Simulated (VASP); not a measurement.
Wanted: the native input for a VASP 6.6.1 run.

| Property | Result |
| --- | --- |
| Task | single point |
| Functional | r2SCAN |
| Potentials or basis | VASP PAW PBE potentials, release 64 (Mg) |
| Cutoff | 520 eV |
| k mesh | 14 × 14 × 14 |
| Occupations | fermi-dirac, width 0.1 eV |
| Spin | no spin polarisation |
| Dipole correction | no |
| Further INCAR settings | ALGO = Normal; EDIFF = 1e-07; NBANDS = 7 |

Crystal: Mg.

```
Mg
1.0
     0.00000    2.24772    2.24772
     2.24772    0.00000    2.24772
     2.24772    2.24772    0.00000
Mg
1
Direct
  0.00000 0.00000 0.00000
```

This isn't the form of Mg at room conditions, which is hcp.

The input as run:

POSCAR

```
Mg
1.0
    0.0000000000      2.2477226608      2.2477226608
    2.2477226608      0.0000000000      2.2477226608
    2.2477226608      2.2477226608      0.0000000000
Mg
1
Direct
    0.0000000000      0.0000000000      0.0000000000
```

INCAR.step1

```
SYSTEM = Mg
PREC = Accurate
ENCUT = 520
ISMEAR = -1
SIGMA = 0.1
LREAL = .False.
LASPH = .True.
NELM = 100
NBANDS = 7
GGA = PE
ALGO = Normal
EDIFF = 1E-4
LWAVE = .True.
LCHARG = .False.
```

INCAR.step2

```
SYSTEM = Mg
PREC = Accurate
ENCUT = 520
EDIFF = 1E-7
ISMEAR = -1
SIGMA = 0.1
LREAL = .False.
LASPH = .True.
NELM = 100
ALGO = Normal
ISIF = 2
LWAVE = .False.
LCHARG = .False.
METAGGA = R2SCAN
LMIXTAU = .True.
NBANDS = 7
ISTART = 1
```

KPOINTS

```
Automatic mesh
0
Gamma
  14 14 14
  0 0 0
```

Potentials or basis: VASP PAW PBE potentials, release 64 (Mg).

Command:

```sh
$ cat potpaw_PBE.64/Mg/POTCAR > POTCAR
$ cp INCAR.step1 INCAR
$ mpirun -np 1 vasp_std > vasp.out
$ cp INCAR.step2 INCAR
$ mpirun -np 1 vasp_std > vasp.out
```

It gave:

* Pressure: -0.2 GPa
* Band gap on the k mesh: zero (bands 1 and 2 overlap by 2.28 eV)

Caveat: the PAW data sets were made with another functional, which shifts forces and pressure a little.

It took 39 s on 1 thread of AMD EPYC 7R13 Processor (Zen 3) (shared host), peak memory 0.12 GiB.
